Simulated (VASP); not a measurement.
# Al2Zn2Pb (I4/mmm) in VASP: single point with PBE

Aim: the single point of Al2Zn2Pb with PBE.

Everything below comes from runs of VASP 6.6.1. Logs are shortened: lines on timing, memory, paths and dates and some standing lists are left out, and cuts for length are marked.

## (1) The cell of the first run

The structure is tetragonal, space group I4/mmm (No. 139). The conventional cell has a = 4.311 Å, b = 4.311 Å, c = 11.064 Å, α = 90.00°, β = 90.00°, γ = 90.00°. Al (site symmetry -4m2) has 4 Zn at 2.58 Å and 4 Al at 3.05 Å and 4 Pb at 3.51 Å within 3.6 Å. Within 4.4 Å of Pb (site symmetry 4/mmm) lie 10 Zn at 3.33 to 4.18 Å and 8 Al at 3.51 Å and 4 Pb at 4.31 Å. Zn (site symmetry 4mm) has 4 Al at 2.58 Å and 1 Zn at 2.70 Å and 4 Pb at 3.33 Å within 3.4 Å.

## (2) Single point, PBE

Contents of POSCAR:

```
Al2Zn2Pb
1.0
    0.0000000000      4.3110320000      0.0000000000
    4.3110320000      0.0000000000      0.0000000000
    2.1555160000      2.1555160000     -5.5319220000
Al Pb Zn
2 1 2
Direct
    0.7500000000      0.2500000000      0.5000000000
    0.2500000000      0.7500000000      0.5000000000
    0.0000000000      0.0000000000      0.0000000000
    0.3780000000      0.3780000000      0.2440000000
    0.6220000000      0.6220000000      0.7560000000
```

Contents of INCAR.step1:

```
SYSTEM = Al2Zn2Pb
PREC     = Accurate       ! precision mode
ENCUT    = 520            ! plane-wave cutoff, eV
EDIFF    = 1E-6           ! SCF threshold, eV
ISMEAR   = -1             ! smearing method
SIGMA    = 0.1            ! smearing width, eV
LREAL    = .FALSE.        ! projectors in reciprocal space
LASPH    = .TRUE.         ! aspherical terms in the spheres
NELM     = 60             ! most SCF steps
ALGO     = Normal         ! electronic algorithm
ISIF     = 2              ! what is computed and relaxed
LWAVE    = .FALSE.        ! write WAVECAR
LCHARG   = .TRUE.         ! write CHGCAR
GGA      = PE             ! functional
NBANDS   = 30             ! bands
```

Contents of KPOINTS.step1:

```
Automatic mesh
0
G
  8 8 8
  0 0 0
```

Contents of INCAR.step2:

```
SYSTEM = Al2Zn2Pb
PREC     = Accurate       ! precision mode
ENCUT    = 520            ! plane-wave cutoff, eV
EDIFF    = 1E-6           ! SCF threshold, eV
ISMEAR   = -5             ! smearing method
SIGMA    = 0.1            ! smearing width, eV
LREAL    = .FALSE.        ! projectors in reciprocal space
LASPH    = .TRUE.         ! aspherical terms in the spheres
NELM     = 60             ! most SCF steps
ALGO     = Normal         ! electronic algorithm
ISIF     = 2              ! what is computed and relaxed
LWAVE    = .FALSE.        ! write WAVECAR
LCHARG   = .FALSE.        ! write CHGCAR
GGA      = PE             ! functional
LORBIT   = 11             ! projections on sites
NEDOS    = 2001           ! points of the DOS
ICHARG   = 11             ! starting density
```

Contents of KPOINTS.step2:

```
Automatic mesh
0
G
  12 12 12
  0 0 0
```

Potentials or basis: VASP PAW PBE potentials, release 64 (Al, Pb_d, Zn).

Launch:

```bash
$ cat potpaw_PBE.64/Al/POTCAR potpaw_PBE.64/Pb_d/POTCAR potpaw_PBE.64/Zn/POTCAR > POTCAR
$ cp INCAR.step1 INCAR
$ cp KPOINTS.step1 KPOINTS
$ mpirun -np 1 vasp_std > vasp.out
$ cp INCAR.step2 INCAR
$ cp KPOINTS.step2 KPOINTS
$ mpirun -np 1 vasp_std > vasp.out
```

OUTCAR:

```text
SYSTEM = Al2Zn2Pb
   PREC = Accurate
   ENCUT = 520
   EDIFF = 1E-6
   ISMEAR = -5
   LREAL = .FALSE.
   LASPH = .TRUE.
   NELM = 60
   ISIF = 2
   GGA = PE
   LORBIT = 11
   ICHARG = 11

 ion  position               nearest neighbor table
   1  0.750  0.250  0.500-   4 2.58   4 2.58   5 2.58   5 2.58   2 3.05   2 3.05   2 3.05   2 3.05
                             3 3.51   3 3.51   3 3.51   3 3.51
   2  0.250  0.750  0.500-   4 2.58   4 2.58   5 2.58   5 2.58   1 3.05   1 3.05   1 3.05   1 3.05
                             3 3.51   3 3.51   3 3.51   3 3.51
   3  0.000  0.000  0.000-   5 3.33   5 3.33   5 3.33   4 3.33   5 3.33   4 3.33   4 3.33   4 3.33
                             1 3.51   2 3.51   2 3.51   1 3.51   2 3.51   1 3.51   2 3.51   1 3.51
   4  0.378  0.378  0.244-   1 2.58   2 2.58   2 2.58   1 2.58   5 2.70   3 3.33   3 3.33   3 3.33
                             3 3.33
   5  0.622  0.622  0.756-   2 2.58   1 2.58   1 2.58   2 2.58   4 2.70   3 3.33   3 3.33   3 3.33
                             3 3.33

  LATTYP: Found a body centered tetragonal cell.
 ALAT       =     4.3110320000
 C/A-ratio  =     2.5664026618

  Lattice vectors:

 A1 = (  -2.1555160000,   2.1555160000,   5.5319220000)
 A2 = (   2.1555160000,  -2.1555160000,   5.5319220000)
 A3 = (   2.1555160000,   2.1555160000,  -5.5319220000)

Analysis of symmetry for initial positions (statically):
=====================================================================
 Subroutine PRICEL returns:
 Original cell was already a primitive cell.

 Routine SETGRP: Setting up the symmetry group for a
 body centered tetragonal supercell.

 Subroutine GETGRP returns: Found 16 space group operations
 (whereof 16 operations were pure point group operations)
 out of a pool of 16 trial point group operations.

The static configuration has the point symmetry D_4h.

Analysis of symmetry for dynamics (positions and initial velocities):
=====================================================================
 Subroutine PRICEL returns:
 Original cell was already a primitive cell.

 Routine SETGRP: Setting up the symmetry group for a
 body centered tetragonal supercell.

 Subroutine GETGRP returns: Found 16 space group operations
 (whereof 16 operations were pure point group operations)
 out of a pool of 16 trial point group operations.

The dynamic configuration has the point symmetry D_4h.

 Subroutine INISYM returns: Found 16 space group operations
 (whereof 16 operations are pure point group operations),
 and found     1 'primitive' translations

----------------------------------------------------------------------------------------

                                     Primitive cell
[... 109 lines left out ...]
   PSTRESS=    0.0 pullay stress
   NELECT =      44.0000    total number of electrons
   NUPDOWN=      -1.0000    fix difference up-down
   EMIN   =  10.00;   EMAX   =-10.00  energy-range for DOS
   EFERMI =   0.00;   METHOD = LEGACY
   ISMEAR =    -5;   SIGMA  =   0.10  broadening in eV -4-tet -1-fermi 0-gaus
   EFERMI_NEDOS =   21; number of points for ismear=-14 and -15
   IALGO  =     38    algorithm
   IMIX   =      4    mixing-type and parameters
     AMIX     =   0.40;   BMIX     =  1.00
     AMIX_MAG =   1.60;   BMIX_MAG =  1.00
  volume/ion in A,a.u.               =      20.56       138.76
  Fermi-wavevector in a.u.,A,eV,Ry     =   1.233709  2.331373 20.708596  1.522039
  Thomas-Fermi vector in A             =   2.368429
   LORBIT       =     11    0 simple, 1 ext, 2 COOP (PROOUT), +10 PAW based schemes
   GGA     = PE    functional components
   LHFCALC =     F    Hartree Fock is set to
   AEXX    =    0.0000 exact exchange contribution
   IVDW    =     0    specifies the selected vdW correction
   LEPSILON=     F    determine dielectric tensor
   LRPA    =     F    only Hartree local field effects (RPA)
 non-spin polarized calculation
 Fermi weights with tetrahedron method with Bloechl corrections
  energy-cutoff  :      520.00
  volume of cell :      102.81
 maximum number of plane-waves:      2796

 number of electron      44.0000018 magnetization

 Free energy of the ion-electron system (eV)
  ---------------------------------------------------
  ext. energy  EPLUGINS =         0.00000000
  ---------------------------------------------------
  free energy    TOTEN  =       -12.59743138 eV

  energy without entropy =      -12.59743138  energy(sigma->0) =      -12.59743138

 E-fermi :   5.2656     XC(G=0): -10.1964

 val. band max:        5.3494280256   @ k =   0.4167   0.0000   0.1667
 cond. band min:       5.0880568568   @ k =   0.0000   0.0000   0.0000
 fundamental gap:     -0.2613711688
 Fermi energy:         5.2656376266

 k-point     1 :       0.0000    0.0000    0.0000
  band No.  band energies     occupation
      1     -11.7615      2.00000
      2     -11.7596      2.00000
      3     -11.7462      2.00000
      4     -11.7462      2.00000
      5     -11.7302      2.00000
      6      -5.3011      2.00000
[... 685 lines left out ...]
     25       7.9755      0.00000
     26       8.5525      0.00000

 [... further k-points ...]
[... 5 lines left out ...]
  --------------------------------------------------------------------------------------
  -------------------------------------------------------------------------------------
  Total       -0.8324874     -0.8324874      0.7320440      0.0000000     -0.0000000     -0.0000000
  in kB      -12.9732771    -12.9732771     11.4079928      0.0000000     -0.0000000     -0.0000000
  external PRESSURE =      -4.8461871 kB  Pullay stress =       0.0000000 kB

 VOLUME and BASIS-vectors are now :
 -----------------------------------------------------------------------------
  energy-cutoff  :      520.00
  volume of cell :      102.81
      direct lattice vectors                 reciprocal lattice vectors
     0.000000000  4.311032000  0.000000000     0.000000000  0.231963020  0.090384499
     4.311032000  0.000000000  0.000000000     0.231963020  0.000000000  0.090384499
     2.155516000  2.155516000 -5.531922000     0.000000000  0.000000000 -0.180768999

 POSITION                                       TOTAL-FORCE (eV/Angst)
 -----------------------------------------------------------------------------------
      2.15552      4.31103     -2.76596         0.000000     -0.000000     -0.000000
      4.31103      2.15552     -2.76596        -0.000000      0.000000     -0.000000
      0.00000      0.00000      0.00000         0.000000      0.000000     -0.000000
      2.15552      2.15552     -1.34979         0.000000      0.000000      0.797398
      4.31103      4.31103     -4.18213         0.000000      0.000000     -0.797398
 -----------------------------------------------------------------------------------
    total drift:                               -0.000000      0.000000     -0.000000

  FREE ENERGIE OF THE ION-ELECTRON SYSTEM (eV)
  ---------------------------------------------------
  free  energy   TOTEN  =       -12.5974313797 eV

  energy  without entropy=      -12.5974313797  energy(sigma->0) =      -12.59743138

 total charge

# of ion       s       p       d       tot
------------------------------------------
    1        0.439   0.324   0.000   0.763
    2        0.439   0.324   0.000   0.763
    3        1.415   0.633   9.825  11.873
    4        0.665   0.470   9.693  10.828
    5        0.665   0.470   9.693  10.828
--------------------------------------------------
tot          3.624   2.220  29.211  35.055
```

OUTCAR.step1:

```text
SYSTEM = Al2Zn2Pb
   PREC = Accurate
   ENCUT = 520
   EDIFF = 1E-6
   ISMEAR = -1
   LREAL = .FALSE.
   LASPH = .TRUE.
[... 1029 lines left out ...]
      0.00000      0.00000      0.00000         0.000000      0.000000      0.000000
      2.15552      2.15552     -1.34979         0.000000      0.000000      0.757885
      4.31103      4.31103     -4.18213        -0.000000     -0.000000     -0.757885
 -----------------------------------------------------------------------------------
    total drift:                                0.000000      0.000000     -0.000000

  FREE ENERGIE OF THE ION-ELECTRON SYSTEM (eV)
  ---------------------------------------------------
  free  energy   TOTEN  =       -12.6541968528 eV

  energy  without entropy=      -12.5930430031  energy(sigma->0) =      -12.62361993
```

OSZICAR.step1:

```text
N       E                     dE             d eps       ncg     rms          rms(c)
DAV:   1     0.318105676312E+03    0.31811E+03   -0.20359E+04  3540   0.174E+03
DAV:   2     0.879971988724E+01   -0.30931E+03   -0.30157E+03  3552   0.388E+02
DAV:   3    -0.127440572975E+02   -0.21544E+02   -0.21212E+02  4156   0.116E+02
DAV:   4    -0.132483219378E+02   -0.50426E+00   -0.50312E+00  4124   0.174E+01
DAV:   5    -0.132710753650E+02   -0.22753E-01   -0.22752E-01  5094   0.381E+00    0.459E+00
DAV:   6    -0.126886262174E+02    0.58245E+00   -0.26338E+00  4474   0.272E+01    0.320E+00
DAV:   7    -0.126610801511E+02    0.27546E-01   -0.36815E-01  4264   0.697E+00    0.126E+00
DAV:   8    -0.126557473623E+02    0.53328E-02   -0.36721E-02  4124   0.121E+00    0.531E-01
DAV:   9    -0.126541757165E+02    0.15716E-02   -0.36987E-03  3966   0.481E-01    0.122E-01
DAV:  10    -0.126541920846E+02   -0.16368E-04   -0.33373E-04  4160   0.131E-01    0.711E-02
DAV:  11    -0.126541984926E+02   -0.64080E-05   -0.61496E-05  5108   0.845E-02    0.104E-02
DAV:  12    -0.126541970812E+02    0.14114E-05   -0.10688E-05  4262   0.467E-02    0.438E-03
DAV:  13    -0.126541968528E+02    0.22841E-06   -0.10170E-06  2488   0.100E-02
   1 F= -.12654197E+02 E0= -.12623620E+02  d E =-.611538E-01
```

It took 4.3 min on 1 thread of Intel Xeon Platinum 8259CL at 2.50GHz (Skylake/Cascade Lake), shared host; peak memory 0.53 GiB.

What came out:

* Valence electrons inside the program's atomic spheres: Al 0.76; Pb 11.87; Zn 10.83

Caveat: spin-orbit coupling is left out, which moves the levels of the heavy elements.
